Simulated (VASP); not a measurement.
# C (a cell with a defect) in VASP: further runs

C (a cell with a defect) is run at these levels: PBEsol; tasks: single point.

All numbers are computed with VASP 6.6.1; they aren't measurements. Logs are shortened: lines on timing, memory, paths and dates and some standing lists are left out, and cuts for length are marked.

**1. The cell of the first run**

The cell holds a defect, 65 atoms: a = 7.108 Å, b = 7.108 Å, c = 7.108 Å, α = 90.00°, β = 90.00°, γ = 90.00°.

**2. Single point, PBEsol**

The input, INCAR:

```
  PREC = Accurate
  ENCUT = 520
  EDIFF = 1E-6
  ISMEAR = -1
  SIGMA = 0.05
  LREAL = Auto
  LASPH = True
  NELM = 120
  ALGO = Normal
  ISIF = 2
  LWAVE = False
  LCHARG = False
  GGA = PS
  NBANDS = 168
  ISYM = -1
  GGA_COMPAT = False
```

The input, KPOINTS:

```
explicit points
1
Reciprocal
  0.25000000   0.25000000   0.25000000 1
```

The input, POSCAR:

```
C
1.0
    7.1076060000      0.0000000000      0.0000000000
    0.0000000000      7.1076060000      0.0000000000
    0.0000000000      0.0000000000      7.1076060000
C
65
Direct
    0.0013770000      0.9964450000      0.0017240000
    0.0034060000      0.0043170000      0.5028450000
    0.0014410000      0.4967140000      0.0003610000
    0.0042850000      0.4879620000      0.4986110000
    0.4999560000      0.9965130000      0.0006570000
    0.4972320000      0.0054570000      0.4985720000
    0.5003150000      0.4969090000      0.0016640000
    0.4978850000      0.4891530000      0.5024250000
    0.1265180000      0.1209100000      0.1262420000
    0.1293700000      0.1235220000      0.6269770000
    0.1258920000      0.6222270000      0.1267620000
    0.1222510000      0.6234090000      0.6234300000
    0.6257980000      0.1265750000      0.1206590000
    0.6238000000      0.1274140000      0.6290670000
    0.6273180000      0.6210260000      0.1258890000
    0.6276230000      0.5941070000      0.6414950000
    0.2508400000      0.2466630000      0.0010210000
    0.2506610000      0.2466810000      0.5007020000
    0.2508320000      0.7467290000      0.0009210000
    0.2508030000      0.7466780000      0.5011370000
    0.7507460000      0.2466680000      0.0010830000
    0.7506720000      0.2467060000      0.5010550000
    0.7507630000      0.7466180000      0.0012870000
    0.7505110000      0.8367580000      0.5007390000
    0.3756050000      0.3729770000      0.1261700000
    0.3725250000      0.3701990000      0.6269250000
    0.3761460000      0.8716330000      0.1268670000
    0.3798300000      0.8704280000      0.6233280000
    0.8761870000      0.3673030000      0.1204000000
    0.8782410000      0.3664560000      0.6289500000
    0.8749010000      0.8726560000      0.1259190000
    0.8741440000      0.8997690000      0.6422550000
    0.2487640000      0.9952730000      0.2518360000
    0.2528580000      0.9951290000      0.7502350000
    0.2527540000      0.4980180000      0.2517170000
    0.2488660000      0.4982600000      0.7502500000
    0.7514770000      0.0100820000      0.2400160000
    0.7501020000      0.0104050000      0.7628150000
    0.7502870000      0.4831180000      0.2398090000
    0.7518860000      0.4829770000      0.7621390000
    0.3722850000      0.1241780000      0.3757160000
    0.3755040000      0.1210370000      0.8763010000
    0.3797780000      0.6237170000      0.3790130000
    0.3765250000      0.6223650000      0.8756060000
    0.8779770000      0.1271520000      0.3735540000
    0.8761640000      0.1264220000      0.8821360000
    0.8758650000      0.5922990000      0.3614470000
    0.8750760000      0.6210190000      0.8770130000
    0.0029480000      0.2475060000      0.2489080000
    0.0030150000      0.2455230000      0.7531300000
    0.9959870000      0.7433400000      0.2529170000
    0.9953920000      0.7495510000      0.7491030000
    0.4985170000      0.2458680000      0.2489990000
    0.4984650000      0.2478810000      0.7529260000
    0.5057500000      0.7496770000      0.2532690000
    0.5062530000      0.7439940000      0.7492410000
    0.1296920000      0.3698770000      0.3757560000
    0.1266120000      0.3728320000      0.8762760000
    0.1222900000      0.8700690000      0.3789600000
    0.1258150000      0.8715480000      0.8756180000
    0.6240460000      0.3665170000      0.3733510000
    0.6259270000      0.3674430000      0.8820730000
    0.6256030000      0.9012140000      0.3617320000
    0.6270790000      0.8729610000      0.8773530000
    0.7508580000      0.6569050000      0.5005820000
```

Potentials or basis: VASP PAW PBE potentials, release 64 (C).

Run with:

```bash
> cat potpaw_PBE.64/C/POTCAR > POTCAR
> mpirun -np 1 vasp_std > vasp.out
```

OUTCAR:

```text
PREC = Accurate
   ENCUT = 520
   EDIFF = 1E-6
   ISMEAR = -1
   LREAL = Auto
   LASPH = True
   NELM = 120
   ISIF = 2
   GGA = PS
   ISYM = -1

 ion  position               nearest neighbor table
   1  0.001  0.996  0.002-   9 1.54  31 1.54  46 1.54  60 1.54
   2  0.003  0.004  0.503-  10 1.52  32 1.54  59 1.55  45 1.55
   3  0.001  0.497  0.000-  58 1.53  48 1.53  29 1.54  11 1.54
   4  0.004  0.488  0.499-  57 1.50  47 1.53  30 1.55  12 1.55
   5  0.500  0.997  0.001-  42 1.53  64 1.53  27 1.54  13 1.54
   6  0.497  0.005  0.499-  41 1.50  63 1.53  28 1.55  14 1.56
[... 15 lines left out ...]
  22  0.751  0.247  0.501-  61 1.54  14 1.54  45 1.54  30 1.54
  23  0.751  0.747  0.001-  15 1.53  64 1.53  48 1.54  31 1.54
  24  0.751  0.837  0.501-  65 1.28  63 1.41  32 1.41
  25  0.376  0.373  0.126-  53 1.53   7 1.53  35 1.53  17 1.54
  26  0.373  0.370  0.627-   8 1.51  18 1.53  54 1.54  36 1.54
  27  0.376  0.872  0.127-   5 1.54  33 1.54  19 1.54  55 1.55
  28  0.380  0.870  0.623-  20 1.54   6 1.55  34 1.55  56 1.55
  29  0.876  0.367  0.120-  39 1.48  21 1.50   3 1.54  49 1.54
  30  0.878  0.366  0.629-  50 1.52  22 1.54  40 1.55   4 1.55
[... 32 lines left out ...]
  63  0.626  0.901  0.362-  24 1.41  37 1.47   6 1.53  55 1.57
  64  0.627  0.873  0.877-  23 1.53   5 1.53  38 1.54  56 1.55
  65  0.751  0.657  0.501-  24 1.28  16 1.40  47 1.41

IMPORTANT INFORMATION: All symmetrisations will be switched off!
NOSYMM: (Re-)initialisation of all symmetry stuff for point group C_1.

----------------------------------------------------------------------------------------

                                     Primitive cell

  volume of cell :     359.0625

  direct lattice vectors                    reciprocal lattice vectors
     7.107606000  0.000000000  0.000000000     0.140694349  0.000000000  0.000000000
     0.000000000  7.107606000  0.000000000     0.000000000  0.140694349  0.000000000
     0.000000000  0.000000000  7.107606000     0.000000000  0.000000000  0.140694349

  length of vectors
     7.107606000  7.107606000  7.107606000     0.140694349  0.140694349  0.140694349

  position of ions in fractional coordinates (direct lattice)
     0.001377000  0.996445000  0.001724000
     0.003406000  0.004317000  0.502845000
     0.001441000  0.496714000  0.000361000
     0.004285000  0.487962000  0.498611000
     0.499956000  0.996513000  0.000657000
     0.497232000  0.005457000  0.498572000
[... 57 lines left out ...]
     0.627079000  0.872961000  0.877353000
     0.750858000  0.656905000  0.500582000

  ion indices of the primitive-cell ions
   primitive index   ion index
                 1           1
                 2           2
                 3           3
                 4           4
                 5           5
                 6           6
[... 57 lines left out ...]
                64          64
                65          65

----------------------------------------------------------------------------------------

 KPOINTS: explicit points

Read explicit list of k-points.

 Found      1 k-points:

 Following reciprocal coordinates:
            Coordinates               Weight
  0.250000  0.250000  0.250000      1.000000
   k-points           NKPTS =      1   k-points in BZ     NKDIM =      1   number of bands    NBANDS=    168
   number of dos      NEDOS =    301   number of ions     NIONS =     65
   total plane-waves  NPLWV = 157464
   dimension x,y,z NGX =    54 NGY =   54 NGZ =   54
   dimension x,y,z NGXF=   108 NGYF=  108 NGZF=  108
   ions per type =              65
   NGX,Y,Z   is equivalent  to a cutoff of  12.63, 12.63, 12.63 a.u.
   NGXF,Y,Z  is equivalent  to a cutoff of  25.26, 25.26, 25.26 a.u.
 SYSTEM =  unknown system
   PREC   = accura    normal or accurate (medium, high low for compatibility)
   ISTART =      0    job   : 0-new  1-cont  2-samecut
   ICHARG =      2    charge: 1-file 2-atom 10-const
   ISPIN  =      1    spin polarized calculation?
   LNONCOLLINEAR =      F non collinear calculations
   LSORBIT =      F    spin-orbit coupling
   LASPH  =      T    aspherical Exc in radial PAW
   ENCUT  =  520.0 eV  38.22 Ry    6.18 a.u.  13.22 13.22 13.22*2*pi/ulx,y,z
   NELM   =    120;   NELMIN=  2; NELMDL= -5     # of ELM steps
   EDIFF  = 0.1E-05   stopping-criterion for ELM
   LREAL  =      T    real-space projection
   EDIFFG = 0.1E-04   stopping-criterion for IOM
   NSW    =      0    number of steps for IOM
   IBRION =     -1    ionic relax: 0-MD 1-quasi-New 2-CG
   NFREE  =      0    steps in history (QN), initial steepest desc. (CG)
   ISIF   =      2    stress and relaxation
   ISYM   =     -1    0-nonsym 1-usesym 2-fastsym
   POTIM  = 0.5000    time-step for ionic-motion
   TEBEG  =    0.0;   TEEND  =   0.0 temperature during run
   PSTRESS=    0.0 pullay stress
   NELECT =     260.0000    total number of electrons
   NUPDOWN=      -1.0000    fix difference up-down
   EMIN   =  10.00;   EMAX   =-10.00  energy-range for DOS
   EFERMI =   0.00;   METHOD = LEGACY
   ISMEAR =    -1;   SIGMA  =   0.05  broadening in eV -4-tet -1-fermi 0-gaus
   EFERMI_NEDOS =   21; number of points for ismear=-14 and -15
   IALGO  =     38    algorithm
   IMIX   =      4    mixing-type and parameters
     AMIX     =   0.40;   BMIX     =  1.00
     AMIX_MAG =   1.60;   BMIX_MAG =  1.00
  volume/ion in A,a.u.               =       5.52        37.28
  Fermi-wavevector in a.u.,A,eV,Ry     =   1.470086  2.778059 29.404251  2.161151
  Thomas-Fermi vector in A             =   2.585385
   LORBIT       =      0    0 simple, 1 ext, 2 COOP (PROOUT), +10 PAW based schemes
   GGA     = PS    functional components
   LHFCALC =     F    Hartree Fock is set to
   AEXX    =    0.0000 exact exchange contribution
   IVDW    =     0    specifies the selected vdW correction
   LEPSILON=     F    determine dielectric tensor
   LRPA    =     F    only Hartree local field effects (RPA)
 non-spin polarized calculation
  energy-cutoff  :      520.00
  volume of cell :      359.06
 maximum number of plane-waves:      9651
 NGX is ok and might be reduce to    54
   NGX = 27   NGY = 27   NGZ = 27

 number of electron     259.9999996 magnetization

 Free energy of the ion-electron system (eV)
  ---------------------------------------------------
  ext. energy  EPLUGINS =         0.00000000
  ---------------------------------------------------
  free energy    TOTEN  =      -613.61280392 eV

  energy without entropy =     -613.61232640  energy(sigma->0) =     -613.61256516

 E-fermi :  12.1325     XC(G=0): -13.5621

 val. band max:       11.7193811099   @ k =   0.2500   0.2500   0.2500
 cond. band min:      12.5457103556   @ k =   0.2500   0.2500   0.2500
 fundamental gap:      0.8263292457
 Fermi energy:        12.1325457322

 k-point     1 :       0.2500    0.2500    0.2500
  band No.  band energies     occupation
      1     -11.4300      2.00000
      2     -10.3506      2.00000
      3     -10.2340      2.00000
      4     -10.2237      2.00000
      5      -9.1927      2.00000
      6      -9.0982      2.00000
[... 134 lines left out ...]
    141      16.3114      0.00000
    142      16.4661      0.00000
 [bands above 142 left out]

------------------------ aborting loop because EDIFF is reached ----------------------------------------

  FORCE on cell =-STRESS in cart. coord.  units (eV):
  Direction    XX          YY          ZZ          XY          YZ          ZX
  --------------------------------------------------------------------------------------
  -------------------------------------------------------------------------------------
  Total        4.1869165     59.0139573     33.6998425     -7.2591786     -5.1472050     -5.2079031
  in kB       18.6824938    263.3269351    150.3724992    -32.3912737    -22.9674094    -23.2382510
  external PRESSURE =     144.1273094 kB  Pullay stress =       0.0000000 kB

 VOLUME and BASIS-vectors are now :
 -----------------------------------------------------------------------------
  energy-cutoff  :      520.00
  volume of cell :      359.06
      direct lattice vectors                 reciprocal lattice vectors
     7.107606000  0.000000000  0.000000000     0.140694349  0.000000000  0.000000000
     0.000000000  7.107606000  0.000000000     0.000000000  0.140694349  0.000000000
     0.000000000  0.000000000  7.107606000     0.000000000  0.000000000  0.140694349

 POSITION                                       TOTAL-FORCE (eV/Angst)
 -----------------------------------------------------------------------------------
      0.00979      7.08234      0.01225         0.006244     -0.002914      0.002189
      0.02421      0.03068      3.57402         0.001172     -0.007781     -0.003431
      0.01024      3.53045      0.00257         0.005059     -0.002482      0.003891
      0.03046      3.46824      3.54393        -0.004485      0.008359      0.016214
      3.55349      7.08282      0.00467        -0.001329     -0.000565      0.007409
      3.53413      0.03879      3.54365        -0.000518     -0.007203      0.010219
[... 57 lines left out ...]
      4.45703      6.20466      6.23588        -0.007363      0.002544     -0.002961
      5.33680      4.66902      3.55794        -0.000233     -0.057101     -0.015492
 -----------------------------------------------------------------------------------
    total drift:                               -0.000863     -0.026297      0.021208

  FREE ENERGIE OF THE ION-ELECTRON SYSTEM (eV)
  ---------------------------------------------------
  free  energy   TOTEN  =      -613.6128039198 eV

  energy  without entropy=     -613.6123264047  energy(sigma->0) =     -613.61256516
```

It took 2.1 min on 1 thread of Intel Xeon Platinum 8375C at 2.90GHz (Ice Lake), shared host; peak memory 0.36 GiB.

Results:

```yaml
Free_energy: -613.6128 eV
Pressure: 14.4 GPa
Largest_force: 0.062 eV/Å
Band_gap_on_the_k_mesh: 0.83 eV
```

Forces in eV/Å, atoms in the order of the input:
```
C    0.006 -0.003  0.002
C    0.001 -0.008 -0.003
C    0.005 -0.002  0.004
C   -0.004  0.008  0.016
C   -0.001 -0.001  0.007
C   -0.001 -0.007  0.010
C    0.001 -0.002 -0.001
C   -0.001  0.010 -0.004
C    0.000 -0.001 -0.003
C    0.002 -0.001  0.002
C    0.000  0.001 -0.002
C   -0.006 -0.005 -0.004
C   -0.014  0.003 -0.005
C    0.003 -0.010 -0.003
C   -0.008  0.002  0.003
C   -0.036  0.003  0.013
C    0.002  0.001  0.001
C    0.000  0.003  0.003
C    0.001  0.001  0.000
C    0.000  0.000  0.000
C    0.000  0.002  0.000
C   -0.002  0.001  0.001
C    0.000  0.000  0.002
C   -0.004  0.060  0.014
C   -0.005  0.003 -0.008
C    0.001  0.000  0.004
C   -0.002  0.002 -0.002
C    0.005 -0.001 -0.002
C    0.014 -0.012 -0.006
C    0.000  0.003 -0.002
C   -0.001  0.006  0.004
C    0.049 -0.010  0.017
C   -0.001 -0.016  0.005
C   -0.001 -0.013 -0.005
C    0.003  0.004  0.008
C   -0.003  0.004 -0.001
C    0.024  0.007 -0.004
C   -0.025  0.011  0.014
C   -0.026 -0.002 -0.006
C    0.021 -0.001  0.012
C    0.001 -0.001 -0.005
C    0.004  0.002  0.005
C    0.004 -0.012 -0.002
C    0.003  0.004  0.007
C    0.001 -0.011  0.007
C    0.018  0.001  0.003
C    0.038  0.013 -0.022
C    0.008  0.004 -0.006
C    0.012  0.003 -0.001
C    0.008 -0.001  0.001
C   -0.010  0.002  0.008
C   -0.019  0.005 -0.012
C   -0.004 -0.006 -0.003
C   -0.005  0.008  0.000
C    0.013  0.001 -0.001
C    0.002  0.008 -0.009
C    0.005 -0.006 -0.012
C   -0.004  0.005 -0.001
C   -0.003  0.002 -0.005
C   -0.004  0.001 -0.001
C    0.002  0.002  0.004
C   -0.019 -0.005  0.006
C   -0.041 -0.008 -0.023
C   -0.007  0.003 -0.003
C    0.000 -0.057 -0.015
```

Caveat: the PAW data sets were made with another functional, which shifts forces and pressure a little.

(Part 1 of 2 ends here.)
